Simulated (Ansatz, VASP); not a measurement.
## SnSe in VASP and in Ansatz

```xyz
4
Lattice="4.2853 0.0000 0.0000 0.0000 4.2853 0.0321 0.0000 0.0824 10.9907" Properties=species:S:1:pos:R:3 pbc="T T T"
Sn    2.1427    0.0307    4.0911
Sn    0.0000    2.1944    6.9157
Se    2.1427    0.0508    6.7707
Se    0.0000    2.1743    4.2361
```

Change from the starting cell: strain +0.0150 x Voigt [0, 0, 0, 1, 0, 0], atoms carried along.

Alike in both runs: task single point; functional r2SCAN; k mesh 6 × 6 × 4; occupations gaussian, width 0.05 eV; no spin polarisation.

```csv
,VASP,Ansatz
version,VASP 6.6.1,Ansatz 0.2.0
potentials or method,"VASP PAW PBE potentials, release 64 (Sn_d, Se), cutoff 520 eV","scalar-relativistic, plane waves, PAW"
valence electrons in the cell,40,60
```

```tsv
	VASP	Ansatz	Ansatz less VASP
gap on the k mesh at the Fermi level (eV)	1.77	1.78	+0.006
least direct gap on the mesh (eV)	1.77	1.78	+0.006
rms of the force components (eV/Å)	0.023	0.022	-0.0003
```

VASP's potentials were made for PBE, not for r2SCAN. Atom by atom the forces differ by 0.008 eV/Å (rms over components). With one functional, cell and mesh, what is left measures potentials, basis and numerics. VASP's potentials hold 40 valence electrons a cell and Ansatz's 60, so a difference there can come from the potentials and not from the codes.
